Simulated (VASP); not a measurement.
# MgSi (P4/mmm) in VASP: notebook

The runs below take MgSi through single point, with PBEsol.

Program: VASP 6.6.1. These are calculated values, not measurements. Logs are shortened: lines on timing, memory, paths and dates and some standing lists are left out, and cuts for length are marked.

### Step 1. The cell of the first run

It takes space group P4/mmm (No. 123, tetragonal). The conventional cell has a = 2.908 Å, b = 2.908 Å, c = 4.103 Å, α = 90.00°, β = 90.00°, γ = 90.00°. Within 3.8 Å of Mg (site symmetry 4/mmm) lie 8 Si at 2.90 Å and 4 Mg at 2.91 Å. Si (site symmetry 4/mmm) has 8 Mg at 2.90 Å and 4 Si at 2.91 Å within 3.8 Å.

### Step 2. Single point, PBEsol

INCAR

```
ALGO = Normal ; EDIFF = 1E-6
ENCUT = 520 ; GGA = PS
ISIF = 2 ; ISMEAR = -1
LASPH = T ; LCHARG = F
LREAL = F ; LWAVE = F
NBANDS = 10 ; NELM = 100
PREC = Accurate ; SIGMA = 0.1
```

KPOINTS

```
k-points
0
Gamma
  10 10 7
```

POSCAR

```
MgSi
1.0
    2.9083940000      0.0000000000      0.0000000000
    0.0000000000      2.9083940000      0.0000000000
    0.0000000000      0.0000000000      4.1034270000
Mg Si
1 1
Direct
    0.0000000000      0.0000000000      0.0000000000
    0.5000000000      0.5000000000      0.5000000000
```

Potentials or basis: VASP PAW PBE potentials, release 64 (Mg, Si).

The run is started by

```console
$ cat potpaw_PBE.64/Mg/POTCAR potpaw_PBE.64/Si/POTCAR > POTCAR
$ mpirun -np 1 vasp_std > vasp.out
```

OUTCAR:

```text
EDIFF = 1E-6
   ENCUT = 520
   GGA = PS
   ISIF = 2
   ISMEAR = -1
   LASPH = T
   LREAL = F
   NELM = 100
   PREC = Accurate

 ion  position               nearest neighbor table
   1  0.000  0.000  0.000-   2 2.90   2 2.90   2 2.90   2 2.90   2 2.90   2 2.90   2 2.90   2 2.90

   2  0.500  0.500  0.500-   1 2.90   1 2.90   1 2.90   1 2.90   1 2.90   1 2.90   1 2.90   1 2.90

  LATTYP: Found a simple tetragonal cell.
 ALAT       =     2.9083940000
 C/A-ratio  =     1.4108910278

  Lattice vectors:

 A1 = (   2.9083940000,   0.0000000000,   0.0000000000)
 A2 = (   0.0000000000,   2.9083940000,   0.0000000000)
 A3 = (   0.0000000000,   0.0000000000,   4.1034270000)

Analysis of symmetry for initial positions (statically):
=====================================================================
 Subroutine PRICEL returns:
 Original cell was already a primitive cell.

 Routine SETGRP: Setting up the symmetry group for a
 simple tetragonal supercell.

 Subroutine GETGRP returns: Found 16 space group operations
 (whereof 16 operations were pure point group operations)
 out of a pool of 16 trial point group operations.

The static configuration has the point symmetry D_4h.

Analysis of symmetry for dynamics (positions and initial velocities):
=====================================================================
 Subroutine PRICEL returns:
 Original cell was already a primitive cell.

 Routine SETGRP: Setting up the symmetry group for a
 simple tetragonal supercell.

 Subroutine GETGRP returns: Found 16 space group operations
 (whereof 16 operations were pure point group operations)
 out of a pool of 16 trial point group operations.

The dynamic configuration has the point symmetry D_4h.

 Subroutine INISYM returns: Found 16 space group operations
 (whereof 16 operations are pure point group operations),
 and found     1 'primitive' translations

----------------------------------------------------------------------------------------

                                     Primitive cell

  volume of cell :      34.7099

  direct lattice vectors                    reciprocal lattice vectors
     2.908394000  0.000000000  0.000000000     0.343832369  0.000000000  0.000000000
     0.000000000  2.908394000  0.000000000     0.000000000  0.343832369  0.000000000
     0.000000000  0.000000000  4.103427000     0.000000000  0.000000000  0.243698743

  length of vectors
     2.908394000  2.908394000  4.103427000     0.343832369  0.343832369  0.243698743

  position of ions in fractional coordinates (direct lattice)
     0.000000000  0.000000000  0.000000000
     0.500000000  0.500000000  0.500000000

  ion indices of the primitive-cell ions
   primitive index   ion index
                 1           1
                 2           2

----------------------------------------------------------------------------------------

 KPOINTS: k-points

Automatic generation of k-mesh.
 Grid dimensions read from file:
 generate k-points for:   10   10    7

 Generating k-lattice:

  Cartesian coordinates                     Fractional coordinates (reciprocal lattice)
     0.034383237  0.000000000  0.000000000     0.100000000  0.000000000  0.000000000
     0.000000000  0.034383237  0.000000000     0.000000000  0.100000000  0.000000000
     0.000000000  0.000000000  0.034814106     0.000000000  0.000000000  0.142857143

  Length of vectors
     0.034383237  0.034383237  0.034814106

  Shift w.r.t. Gamma in fractional coordinates (k-lattice)
     0.000000000  0.000000000  0.000000000

 Subroutine IBZKPT returns following result:
 ===========================================

 Found     84 irreducible k-points:

 Following reciprocal coordinates:
            Coordinates               Weight
  0.000000  0.000000  0.000000      1.000000
  0.100000  0.000000  0.000000      4.000000
  0.200000  0.000000  0.000000      4.000000
  0.300000  0.000000  0.000000      4.000000
  0.400000  0.000000  0.000000      4.000000
  0.500000  0.000000  0.000000      2.000000
[... 16 lines left out ...]
  0.100000  0.000000  0.142857      8.000000
  0.200000  0.000000  0.142857      8.000000
 [... further k-points ...]
   k-points           NKPTS =     84   k-points in BZ     NKDIM =     84   number of bands    NBANDS=     10
   number of dos      NEDOS =    301   number of ions     NIONS =      2
   total plane-waves  NPLWV =  18432
   dimension x,y,z NGX =    24 NGY =   24 NGZ =   32
   dimension x,y,z NGXF=    48 NGYF=   48 NGZF=   64
   ions per type =               1   1
   NGX,Y,Z   is equivalent  to a cutoff of  13.72, 13.72, 12.96 a.u.
   NGXF,Y,Z  is equivalent  to a cutoff of  27.44, 27.44, 25.93 a.u.
 SYSTEM =  unknown system
   PREC   = accura    normal or accurate (medium, high low for compatibility)
   ISTART =      0    job   : 0-new  1-cont  2-samecut
   ICHARG =      2    charge: 1-file 2-atom 10-const
   ISPIN  =      1    spin polarized calculation?
   LNONCOLLINEAR =      F non collinear calculations
   LSORBIT =      F    spin-orbit coupling
   LASPH  =      T    aspherical Exc in radial PAW
   ENCUT  =  520.0 eV  38.22 Ry    6.18 a.u.   5.41  5.41  7.63*2*pi/ulx,y,z
   NELM   =    100;   NELMIN=  2; NELMDL= -5     # of ELM steps
   EDIFF  = 0.1E-05   stopping-criterion for ELM
   LREAL  =      F    real-space projection
   EDIFFG = 0.1E-04   stopping-criterion for IOM
   NSW    =      0    number of steps for IOM
   IBRION =     -1    ionic relax: 0-MD 1-quasi-New 2-CG
   NFREE  =      0    steps in history (QN), initial steepest desc. (CG)
   ISIF   =      2    stress and relaxation
   ISYM   =      2    0-nonsym 1-usesym 2-fastsym
   POTIM  = 0.5000    time-step for ionic-motion
   TEBEG  =    0.0;   TEEND  =   0.0 temperature during run
   PSTRESS=    0.0 pullay stress
   NELECT =       6.0000    total number of electrons
   NUPDOWN=      -1.0000    fix difference up-down
   EMIN   =  10.00;   EMAX   =-10.00  energy-range for DOS
   EFERMI =   0.00;   METHOD = LEGACY
   ISMEAR =    -1;   SIGMA  =   0.10  broadening in eV -4-tet -1-fermi 0-gaus
   EFERMI_NEDOS =   21; number of points for ismear=-14 and -15
   IALGO  =     38    algorithm
   IMIX   =      4    mixing-type and parameters
     AMIX     =   0.40;   BMIX     =  1.00
     AMIX_MAG =   1.60;   BMIX_MAG =  1.00
  volume/ion in A,a.u.               =      17.35       117.12
  Fermi-wavevector in a.u.,A,eV,Ry     =   0.911957  1.723348 11.315488  0.831665
  Thomas-Fermi vector in A             =   2.036296
   LORBIT       =      0    0 simple, 1 ext, 2 COOP (PROOUT), +10 PAW based schemes
   GGA     = PS    functional components
   LHFCALC =     F    Hartree Fock is set to
   AEXX    =    0.0000 exact exchange contribution
   IVDW    =     0    specifies the selected vdW correction
   LEPSILON=     F    determine dielectric tensor
   LRPA    =     F    only Hartree local field effects (RPA)
 non-spin polarized calculation
  energy-cutoff  :      520.00
  volume of cell :       34.71
 maximum number of plane-waves:       947
 NGX is ok and might be reduce to    24
   NGX = 11   NGY = 11   NGZ = 15

 number of electron       6.0000000 magnetization

 Free energy of the ion-electron system (eV)
  ---------------------------------------------------
  ext. energy  EPLUGINS =         0.00000000
  ---------------------------------------------------
  free energy    TOTEN  =        -7.34096283 eV

  energy without entropy =       -7.30928000  energy(sigma->0) =       -7.32512141

 E-fermi :   6.0553     XC(G=0):  -9.9684

 val. band max:        6.0317873057   @ k =   0.4000   0.2000   0.0000
 cond. band min:       6.0761122951   @ k =   0.5000   0.3000   0.4286
 fundamental gap:      0.0443249895
 Fermi energy:         6.0553129892

 k-point     1 :       0.0000    0.0000    0.0000
  band No.  band energies     occupation
      1      -5.1751      2.00000
      2       3.2579      2.00000
      3       5.1064      1.99985
      4      10.4247      0.00000
      5      10.4247      0.00000
      6      11.4996      0.00000
      7      14.4116      0.00000
      8      18.5564      0.00000
      9      18.5564      0.00000
     10      18.9866      0.00000

 k-point     2 :       0.1000    0.0000    0.0000
  band No.  band energies     occupation
      1      -5.0067      2.00000
      2       3.4066      2.00000
      3       5.2769      1.99917
      4       8.2872      0.00000
      5      10.5571      0.00000
      6      12.6897      0.00000
      7      15.6392      0.00000
      8      16.4944      0.00000
      9      17.7299      0.00000
     10      18.7171      0.00000

 k-point     3 :       0.2000    0.0000    0.0000
  band No.  band energies     occupation
      1      -4.5052      2.00000
      2       3.8472      2.00000
      3       5.6147      1.97590
      4       5.8691      1.73102
      5      10.9452      0.00000
      6      13.4582      0.00000
      7      13.9411      0.00000
      8      15.2838      0.00000
      9      18.9647      0.00000
     10      19.1936      0.00000

 k-point     4 :       0.3000    0.0000    0.0000
  band No.  band energies     occupation
      1      -3.6870      2.00000
      2       3.3186      2.00000
      3       4.5547      2.00000
      4       6.6292      0.00642
      5      11.5492      0.00000
      6      11.6617      0.00000
      7      13.1780      0.00000
      8      14.4075      0.00000
      9      18.8127      0.00000
     10      19.9608      0.00000

 k-point     5 :       0.4000    0.0000    0.0000
  band No.  band energies     occupation
      1      -2.6170      2.00000
      2       1.3077      2.00000
      3       5.4273      1.99626
      4       7.7226      0.00000
      5       9.8331      0.00000
      6      11.3323      0.00000
      7      12.2370      0.00000
      8      15.4400      0.00000
      9      17.2906      0.00000
     10      19.0696      0.00000

 k-point     6 :       0.5000    0.0000    0.0000
  band No.  band energies     occupation
      1      -1.8192      2.00000
      2       0.1944      2.00000
      3       5.9684      1.40926
      4       8.5897      0.00000
      5       8.9719      0.00000
      6      10.2008      0.00000
      7      12.6041      0.00000
      8      16.2126      0.00000
      9      16.6355      0.00000
     10      18.0704      0.00000
[... 183 lines left out ...]
 k-point    21 :       0.5000    0.5000    0.0000
  band No.  band energies     occupation
      1       1.6961      2.00000
      2       2.9976      2.00000
      3       2.9976      2.00000
      4       6.4610      0.03403
      5       8.8338      0.00000
      6      11.6381      0.00000
      7      11.6381      0.00000
      8      12.3533      0.00000
      9      12.3533      0.00000
     10      12.7274      0.00000

 k-point    22 :       0.0000    0.0000    0.1429
  band No.  band energies     occupation
      1      -5.0371      2.00000
      2       1.8620      2.00000
      3       6.8461      0.00074
      4      10.5014      0.00000
      5      10.5014      0.00000
      6      11.6583      0.00000
      7      14.5481      0.00000
      8      17.5588      0.00000
      9      17.5588      0.00000
     10      17.8974      0.00000

 k-point    23 :       0.1000    0.0000    0.1429
  band No.  band energies     occupation
      1      -4.8692      2.00000
      2       2.0213      2.00000
      3       7.0016      0.00016
      4       8.4006      0.00000
      5      10.6344      0.00000
      6      12.8206      0.00000
      7      15.0574      0.00000
      8      16.0283      0.00000
      9      17.7035      0.00000
     10      18.1998      0.00000

 k-point    24 :       0.2000    0.0000    0.1429
  band No.  band energies     occupation
      1      -4.3693      2.00000
      2       2.4940      2.00000
      3       5.7995      1.85619
      4       7.4952      0.00000
      5      11.0243      0.00000
      6      12.5525      0.00000
      7      13.6703      0.00000
      8      16.6760      0.00000
      9      18.1295      0.00000
     10      19.0060      0.00000

 [... further k-points ...]
[... 5 lines left out ...]
  --------------------------------------------------------------------------------------
  -------------------------------------------------------------------------------------
  Total       -0.1513168     -0.1513168     -0.6739472      0.0000000     -0.0000000      0.0000000
  in kB       -6.9846466     -6.9846466    -31.1088021      0.0000000     -0.0000000      0.0000000
  external PRESSURE =     -15.0260318 kB  Pullay stress =       0.0000000 kB

 VOLUME and BASIS-vectors are now :
 -----------------------------------------------------------------------------
  energy-cutoff  :      520.00
  volume of cell :       34.71
      direct lattice vectors                 reciprocal lattice vectors
     2.908394000  0.000000000  0.000000000     0.343832369  0.000000000  0.000000000
     0.000000000  2.908394000  0.000000000     0.000000000  0.343832369  0.000000000
     0.000000000  0.000000000  4.103427000     0.000000000  0.000000000  0.243698743

 POSITION                                       TOTAL-FORCE (eV/Angst)
 -----------------------------------------------------------------------------------
      0.00000      0.00000      0.00000         0.000000      0.000000      0.000000
      1.45420      1.45420      2.05171         0.000000      0.000000      0.000000
 -----------------------------------------------------------------------------------
    total drift:                               -0.000000     -0.000000     -0.000000

  FREE ENERGIE OF THE ION-ELECTRON SYSTEM (eV)
  ---------------------------------------------------
  free  energy   TOTEN  =        -7.3409628277 eV

  energy  without entropy=       -7.3092799967  energy(sigma->0) =       -7.32512141
```

It took 14 s on 1 thread of Intel Xeon 6975P-C (Granite Rapids), shared host; peak memory 0.16 GiB.

Results:

- Free energy: -7.3410 eV
- Pressure: -1.5 GPa
- Band gap on the k mesh: zero (band 3 reaches 10.87 eV, above the bottom of band 4 at 4.67 eV)

Levels at points of the mesh, in eV from the Fermi level:
```
           k point  band 1  band 2  band 3  band 4  band 5  band 6  band 7
(0.00, 0.00, 0.00)  -11.23   -2.80   -0.95    4.37    4.37    5.44    8.36
(0.50, 0.00, 0.00)   -7.87   -5.86   -0.09    2.53    2.92    4.15    6.55
(0.50, 0.50, 0.00)   -4.36   -3.06   -3.06    0.41    2.78    5.58    5.58
```

Caveat: the PAW data sets were made with another functional, which shifts forces and pressure a little.

### Step 3. Single point, PBEsol

This run uses another cell than the first one, of 17.88 Å³/atom, 1.030 times its volume.

INCAR

```
SYSTEM = MgSi
PREC = Accurate
ENCUT = 520
EDIFF = 1E-6
ISMEAR = -1
SIGMA = 0.1
LREAL = .FALSE.
LASPH = .TRUE.
NELM = 60
ALGO = Normal
ISIF = 2
LWAVE = .FALSE.
LCHARG = .TRUE.
GGA = PS
LELF = .TRUE.
LVHAR = .TRUE.
NBANDS = 10
```

KPOINTS

```
Automatic mesh
0
G
  10 10 7
  0 0 0
```

POSCAR

```
MgSi
1.0
    2.9371918531      0.0000000000      0.0000000000
    0.0000000000      2.9371918531      0.0000000000
    0.0000000000      0.0000000000      4.1440576325
Mg Si
1 1
Direct
    0.0000000000      0.0000000000      0.0000000000
    0.5000000000      0.5000000000      0.5000000000
```

Potentials or basis: VASP PAW PBE potentials, release 64 (Mg, Si).

The run is started by

```console
$ cat potpaw_PBE.64/Mg/POTCAR potpaw_PBE.64/Si/POTCAR > POTCAR
$ mpirun -np 1 vasp_std > vasp.out
```

It took 15 s on 1 thread of Intel Xeon 6975P-C (Granite Rapids), shared host; peak memory 0.16 GiB.

It converged, with:

```
Free energy            : -7.3257 eV
Pressure               : -3.2 GPa
Band gap on the k mesh : zero (band 3 reaches 10.48 eV, above the bottom of band 4 at 4.44 eV)
```

Stress tensor (GPa, compression positive):
```
-2.28  0.00  0.00
 0.00 -2.28  0.00
 0.00  0.00 -4.90
```

Levels at points of the mesh, in eV from the Fermi level:
```
           k point  band 1  band 2  band 3  band 4  band 5  band 6  band 7  band 8
(0.00, 0.00, 0.00)  -11.03   -2.72   -0.95    4.25    4.25    5.45    8.12   12.36
(0.50, 0.00, 0.00)   -7.78   -5.71   -0.07    2.47    2.92    4.04    6.36    9.98
(0.50, 0.50, 0.00)   -4.39   -2.97   -2.97    0.46    2.70    5.58    5.58    6.16
```

Caveat: the PAW data sets were made with another functional, which shifts forces and pressure a little.

(Continued in part 2 of 2.)
